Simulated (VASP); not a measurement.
Wanted: the native input for a VASP 6.6.1 run.

```yaml
Task: single point
Functional: PBEsol
Potentials_or_basis: VASP PAW PBE potentials, release 64 (Mg, O)
Cutoff: 520 eV
k_mesh: 9 × 9 × 6
Occupations: gaussian, width 0.05 eV
Spin: no spin polarisation
Dipole_correction: no
Further_INCAR_settings: ALGO = Normal; EDIFF = 1e-06; NBANDS = 16
```

The structure of MgO lies in POSCAR:

```
MgO
1.0
    3.2197892641      0.0000000000      0.0000000000
   -1.6098946321      2.7884192976      0.0000000000
    0.0000000000      0.0000000000      5.2836741825
Mg O
2 2
Direct
    0.3333333333      0.6666666667     -0.0199501180
    0.6666666667      0.3333333333      0.4800498820
    0.3333333333      0.6666666667      0.4009416620
    0.6666666667      0.3333333333      0.9009416620
```

This cell differs from its parent crystal: c/a of the conventional cell at fixed volume 1.6410.

The input as run:

INCAR

```
SYSTEM = MgO
ALGO = Normal ; EDIFF = 1E-6
ENCUT = 520 ; GGA = PS
ISIF = 2 ; ISMEAR = 0
LASPH = .TRUE. ; LCHARG = .FALSE.
LREAL = .FALSE. ; LWAVE = .FALSE.
NBANDS = 16 ; NELM = 60
PREC = Accurate ; SIGMA = 0.05
```

KPOINTS

```
k-points
0
G
  9 9 6
  0 0 0
```

Potentials or basis: VASP PAW PBE potentials, release 64 (Mg, O).

Run with:

```bash
$ cat potpaw_PBE.64/Mg/POTCAR potpaw_PBE.64/O/POTCAR > POTCAR
$ mpirun -np 1 vasp_std > vasp.out
```

Results of the run:

```yaml
Pressure: 3.9 GPa
Largest_force: 0.907 eV/Å
Band_gap_on_the_k_mesh: 3.30 eV, direct
```

Caveat: the PAW data sets were made with another functional, which shifts forces and pressure a little.

Wall time 14 s on 1 thread of Intel(R) Xeon(R) 6975P-C (Granite Rapids) (shared host), peak memory 0.17 GiB.
